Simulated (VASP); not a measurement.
A run of VASP 6.6.1:

The input INCAR:

```
SYSTEM = SnTe
  PREC = Accurate
  ENCUT = 520
  EDIFF = 1E-8
  ISMEAR = -1
  SIGMA = 0.08
  LREAL = .FALSE.
  LASPH = .TRUE.
  NELM = 100
  ALGO = Normal
  ISIF = 2
  LWAVE = .FALSE.
  LCHARG = .FALSE.
  GGA = PS
  LEFG = .TRUE.
  NBANDS = 17
```

The input KPOINTS:

```
regular mesh
0
G
  11 11 11
  0 0 0
```

Contents of POSCAR:

```
SnTe
1.0
   -0.0631300000      3.1249350000      3.1249350000
    3.1249350000     -0.0631300000      3.1249350000
    3.1249350000      3.1249350000     -0.0631300000
Sn Te
1 1
Direct
    0.0000000000      0.0000000000      0.0000000000
    0.5000000000      0.5000000000      0.5000000000
```

Potentials or basis: VASP PAW PBE potentials, release 64 (Sn_d, Te).

The run is started by

```bash
$ cat potpaw_PBE.64/Sn_d/POTCAR potpaw_PBE.64/Te/POTCAR > POTCAR
$ mpirun -np 1 vasp_std > vasp.out
```

Hardware: 1 thread of AMD EPYC 9R14 (Zen 4) (shared host).

Estimate the wall time of this run.

It took 2.5 min on 1 thread of AMD EPYC 9R14 (Zen 4), with other jobs on the host, peak memory 0.29 GiB. Counts: scf iterations 16, k points 146.
